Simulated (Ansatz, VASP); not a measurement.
**Two plane-wave programs on SnTe**

```
Sn Te
1.0
     4.42182   -0.00041   -0.00227
    -0.00012    7.62750    0.00254
     0.00367   -0.00260    8.23064
Sn Te
4 4
Direct
  0.99982 0.00053 0.02162
  0.50002 0.50065 0.02151
  0.00010 0.99947 0.52166
  0.50010 0.49934 0.52137
  0.00005 0.33451 0.22836
  0.49984 0.83451 0.22863
  0.50002 0.16556 0.72861
  0.00006 0.66543 0.72823
```

Change from the starting cell: cell x2, atoms moved at random (sigma 0.1 Å) and cell strained at random (1.5 %), then relaxed without symmetry.

Alike in both runs: functional PBE; k mesh 6 × 4 × 4; occupations gaussian, width 0.2 eV; no spin polarisation.

Ansatz relaxed the structure, and its values are those at the end. VASP's run is a single point on that final structure, the one shown.

|  | VASP | Ansatz |
| --- | --- | --- |
| version | VASP 6.6.1 | Ansatz 0.2.0 |
| potentials or method | VASP PAW PBE potentials, release 64 (Sn_d, Te), cutoff 520 eV | scalar-relativistic, plane waves, PAW |
| valence electrons in the cell | 80 | 120 |

|  | VASP | Ansatz | Ansatz less VASP |
| --- | --- | --- | --- |
| gap on the k mesh at the Fermi level (eV) | none | none | - |
| pressure (GPa) | 0.0 | 0.0 | +0.02 |
| rms of the force components (eV/Å) | 0.006 | 0.001 | -0.0050 |

A gap of «none» marks a metal or a gap that the smearing closes. VASP's potentials hold 80 valence electrons a cell and Ansatz's 120, so a difference there can come from the potentials and not from the codes.

Spin-orbit coupling is off throughout.
